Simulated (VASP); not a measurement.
Here is a VASP 6.6.1 calculation.

Contents of INCAR:

```
SYSTEM = Mg2CdSe3
  PREC = Accurate
  ENCUT = 520
  EDIFF = 1E-6
  ISMEAR = 0
  SIGMA = 0.1
  LREAL = .FALSE.
  LASPH = .TRUE.
  NELM = 60
  ALGO = Normal
  ISIF = 2
  LWAVE = .FALSE.
  LCHARG = .FALSE.
  GGA = PE
  NBANDS = 26
```

The input KPOINTS:

```
Automatic mesh
0
G
  6 6 2
  0 0 0
```

POSCAR

```
Mg2CdSe3
1.0
    3.9576358874      0.0000000000      0.0000000000
   -1.9788179437      3.4274132174      0.0000000000
    0.0000000000      0.0000000000      9.6832898151
Mg Cd Se
2 1 3
Direct
    0.3333333333      0.6666666667      0.6625041414
    0.6666666667      0.3333333333      0.3374958586
    0.0000000000      0.0000000000      0.0000000000
    0.0000000000      0.0000000000      0.5000000000
    0.3333333333      0.6666666667      0.1758310229
    0.6666666667      0.3333333333      0.8241689771
```

Potentials or basis: VASP PAW PBE potentials, release 64 (Mg, Cd, Se).

Command:

```console
$ cat potpaw_PBE.64/Mg/POTCAR potpaw_PBE.64/Cd/POTCAR potpaw_PBE.64/Se/POTCAR > POTCAR
$ mpirun -np 1 vasp_std > vasp.out
```

Problem. Estimate the largest force.

Solution. 0.047 eV/Å.

Problem. Predict the pressure.

Solution. -0.1 GPa.

Problem. Predict the band gap on the k mesh.

Solution. 0.86 eV (least direct gap 1.50 eV).

Forces in eV/Å, atoms in the order of the input:
```
Mg   0.000  0.000  0.025
Mg   0.000  0.000 -0.025
Cd   0.000  0.000  0.000
Se   0.000  0.000  0.000
Se   0.000  0.000  0.047
Se   0.000  0.000 -0.047
```

A k mesh can miss the band edges.
